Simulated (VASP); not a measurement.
## NbH2: single point with LDA

The system is NbH2.

```
CELL_PARAMETERS angstrom
0.00000 2.23587 2.28150
2.23587 0.00000 2.28150
2.23587 2.23587 0.00000
ATOMIC_POSITIONS crystal
Nb 0.00000 0.00000 0.00000
H 0.25000 0.25000 0.25000
H 0.75000 0.75000 0.75000
```

This cell differs from its parent crystal: equal xx and yy strain of -2 %.

* Program: VASP 6.6.1
* Task: single point
* Functional: LDA
* Potentials or basis: VASP PAW LDA potentials, release 64 (Nb_sv, H)
* Cutoff: 500 eV
* k mesh: 15 × 15 × 15
* Occupations: fermi-dirac, width 0.03 eV
* Spin: no spin polarisation
* Dipole correction: no
* Further INCAR settings: ALGO = Normal; EDIFF = 1e-06; NBANDS = 14

```json
{
  "Pressure": "-1.1 GPa"
}
```

Stress tensor (GPa, compression positive):
```
-0.18  0.00  0.00
 0.00 -0.18  0.00
 0.00  0.00 -3.07
```

Levels at points of the mesh, in eV from the Fermi level:
```tsv
k point	band 4	band 5	band 6	band 7	band 8	band 9	band 10	band 11
(0.00, 0.00, 0.00)	-30.94	-10.84	-1.54	-1.39	-1.39	-1.06	1.18	1.45
```

Run time: 25 s on 1 thread of Intel(R) Xeon(R) 6975P-C (Granite Rapids), with other jobs on the host, peak memory 0.2 GiB.

Caveat: the cell differs from its parent crystal (equal xx and yy strain of -2 %).
